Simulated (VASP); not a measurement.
Runs of VASP 6.6.1 on Si. The structure is that of space group P6/mmm (No. 191), or close to it. The cells are those of the table. This isn't the form of Si at room conditions, which is diamond.

```tsv
cell	gap on the mesh (eV)	pressure (GPa)
a = 2.474, b = 2.474, c = 2.816 Å, angles 90.0, 90.0, 120.0°, 1 atom	none	4.4
a = 2.703, b = 2.703, c = 2.359 Å, angles 90.0, 90.0, 120.0°, 1 atom	none	(a)
a = 2.775, b = 2.775, c = 2.238 Å, angles 90.0, 90.0, 120.0°, 1 atom	none	7.3
a = 2.547, b = 2.547, c = 2.657 Å, angles 90.0, 90.0, 120.0°, 1 atom	none	0.9
a = 2.665, b = 2.665, c = 2.427 Å, angles 90.0, 90.0, 120.0°, 1 atom	none	(b)
```

Alike in all rows: task single point; level r2SCAN; potentials or basis VASP PAW PBE potentials, release 64 (Si); no spin polarisation; k mesh 30 × 30 × 26; cutoff (eV) 520; smearing gaussian 0.15 eV.

**Question.** Estimate the missing entries.

**Answer.** (a) 1.9; (b) 0.6.

Caveats: the PAW data sets were made with another functional, which shifts forces and pressure a little; the stress differs along the axes, from -17 to 15 GPa (at least some runs); the stress differs along the axes, from -4 to 14 GPa (at least some runs); the stress differs along the axes, from -9 to 41 GPa (at least some runs); the stress differs along the axes, from -14 to 8 GPa (at least some runs); the stress differs along the axes, from -2 to 5 GPa (at least some runs).

A gap of «none» marks levels without a gap at the run's occupations.
